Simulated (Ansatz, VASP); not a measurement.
**Two plane-wave programs on AlNi**

```
CELL_PARAMETERS angstrom
1.93869 -1.95319 0.00000
1.93869 1.95319 0.00000
0.00000 0.00000 3.09943
ATOMIC_POSITIONS crystal
Al 0.00000 0.00000 0.00000
Ni 0.50000 0.50000 0.50000
```

Alike in both runs: task single point; functional PBEsol; k mesh 16 × 16 × 14; occupations gaussian, width 0.02 eV; no spin polarisation.

|  | VASP | Ansatz |
| --- | --- | --- |
| version | VASP 6.6.1 | Ansatz 0.2.0 |
| potentials or method | VASP PAW PBE potentials, release 64 (Al, Ni), cutoff 520 eV | scalar-relativistic, plane waves, PAW |
| valence electrons in the cell | 13 | 21 |

|  | VASP | Ansatz | Ansatz less VASP |
| --- | --- | --- | --- |
| gap on the k mesh at the Fermi level (eV) | none | none | - |
| pressure (GPa) | 0.5 | 0.3 | -0.14 |
| traceless stress, the component that is largest in VASP (GPa) | -4.76 | -4.63 | +0.133 |

VASP's potentials were made for PBE, not for PBEsol. A gap of «none» marks a metal or a gap that the smearing closes. The functional is the same, so the differences come from potentials, cutoffs and numerics. VASP's potentials hold 13 valence electrons a cell and Ansatz's 21, so a difference there can come from the potentials and not from the codes.
